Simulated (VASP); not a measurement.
Here is a VASP 6.6.1 calculation.

Contents of INCAR:

```
SYSTEM = Co
  ALGO = Fast
  EDIFF = 1E-7
  EDIFFG = -0.04
  ENCUT = 600
  GGA = PE
  IBRION = 2
  ISIF = 3
  ISMEAR = 0
  LASPH = .TRUE.
  LCHARG = .FALSE.
  LREAL = .FALSE.
  LWAVE = .FALSE.
  NELM = 60
  NSW = 90
  PREC = Accurate
  SIGMA = 0.1
```

Contents of KPOINTS:

```
k-points
0
G
  6 6 6
  0 0 0
```

Contents of POSCAR:

```
Co
1.0
    0.0000000000      2.3137151500      2.3137151500
    2.3137151500      0.0000000000      2.3137151500
    2.3137151500      2.3137151500      0.0000000000
Co
2
Direct
    0.5000000000      0.5000000000      0.5000000000
    0.7500000000      0.7500000000      0.7500000000
```

Potentials or basis: VASP PAW PBE potentials, release 64 (Co).

Run with:

```sh
$ cat potpaw_PBE.64/Co/POTCAR > POTCAR
$ mpirun -np 1 vasp_std > vasp.out
```

Estimate the relaxed cell.

a = 3.469 Å, b = 3.469 Å, c = 3.469 Å, α = 60.00°, β = 60.00°, γ = 60.00°.

Predict the space group after relaxing (to 0.05 Å).

Fd-3m (No. 227).

Estimate the relaxed volume.

14.75 Å³/atom.

Step by step:
```csv
step,energy change (eV),largest force (eV/Å),pressure (GPa),volume (Å³)
1,0.0000,0.0000,33.52,24.77
2,-0.0896,0.0000,-15.48,35.27
3,-0.4193,0.0000,-0.52,29.61
4,-0.4195,0.0000,-0.07,29.51
```

Caveat: the k points lie up to 0.37 Å⁻¹ apart in the final cell; the volume moved by over 15 % at a fixed basis, so the end points are rough; the run has no spin polarisation, though such a crystal can be magnetic. Spin polarisation is off, so any magnetic state and its effect on volume and gap are missing.
